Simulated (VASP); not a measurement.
Wanted: the native input for a VASP 6.6.1 run.

- Task: single point
- Functional: PBE
- Potentials or basis: VASP PAW PBE potentials, release 64 (Bi_d)
- Cutoff: 520 eV
- k mesh: 10 × 10 × 6
- Occupations: gaussian, width 0.05 eV
- Spin: no spin polarisation
- Dipole correction: no
- Further INCAR settings: ALGO = Fast; EDIFF = 1e-06; NBANDS = 22

The structure of Bi lies in POSCAR:

```
Bi
1.0
    3.2383762460      0.0000000000      0.0000000000
    0.0000000000      3.2216433200      0.0000000000
   -0.0804548793      0.0000000000      6.4438887882
Bi
2
Direct
    0.4557527500      0.0000000000      0.2504221100
    0.5590520132     -0.0022942937      0.7515531517
```

These files were run (other wordings do the same):

INCAR

```
PREC = Accurate ; ENCUT = 520
EDIFF = 1E-6 ; ISMEAR = 0
SIGMA = 0.05 ; LREAL = F
LASPH = T ; NELM = 100
ALGO = Fast ; ISIF = 2
LWAVE = F ; LCHARG = F
GGA = PE ; NBANDS = 22
```

KPOINTS

```
Automatic mesh
0
Gamma
  10 10 6
```

Potentials or basis: VASP PAW PBE potentials, release 64 (Bi_d).

Launch:

```bash
$ cat potpaw_PBE.64/Bi_d/POTCAR > POTCAR
$ mpirun -np 1 vasp_std > vasp.out
```

It gave:

```yaml
Pressure: 2.1 GPa
Largest_force: 0.023 eV/Å
Band_gap_on_the_k_mesh: zero (band 15 reaches 10.74 eV, above the bottom of band 16 at 4.40 eV)
```

Caveat: spin-orbit coupling is left out, which moves the levels of the heavy elements.

It took 3.5 min on 1 thread of Intel Xeon 6975P-C, on a shared host, peak memory 0.43 GiB.
